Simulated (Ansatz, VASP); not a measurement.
# Two plane-wave programs on AlRu

```xyz
16
Lattice="6.0084 0.0000 0.0000 0.0000 -6.0084 0.0000 0.0000 0.0000 -6.0084" Properties=species:S:1:pos:R:3 pbc="T T T"
Al    0.0000    0.0000    0.0000
Al    0.0000    0.0000   -3.0042
Al    0.0000   -3.0042    0.0000
Al    0.0000   -3.0042   -3.0042
Al    3.0042    0.0000    0.0000
Al    3.0042    0.0000   -3.0042
Al    3.0042   -3.0042    0.0000
Al    3.0042   -3.0042   -3.0042
Ru    1.5021   -1.5021   -1.5021
Ru    1.5021   -1.5021   -4.5063
Ru    1.5021   -4.5063   -1.5021
Ru    1.5021   -4.5063   -4.5063
Ru    4.5063   -1.5021   -1.5021
Ru    4.5063   -1.5021   -4.5063
Ru    4.5063   -4.5063   -1.5021
Ru    4.5063   -4.5063   -4.5063
```

Alike in both runs: task single point; functional PBE; k mesh 1 × 1 × 1; occupations gaussian, width 0.1 eV; no spin polarisation.

```csv
,VASP,Ansatz
version,VASP 6.6.1,Ansatz 0.2.0
potentials or method,"VASP PAW PBE potentials, release 64 (Al, Ru_sv), cutoff 560 eV","scalar-relativistic, plane waves, PAW"
valence electrons in the cell,152,152
```

|  | VASP | Ansatz | Ansatz less VASP |
| --- | --- | --- | --- |
| pressure (GPa) | 7.0 | 7.2 | +0.25 |

The k mesh is coarse, so the values compare programs but aren't converged.
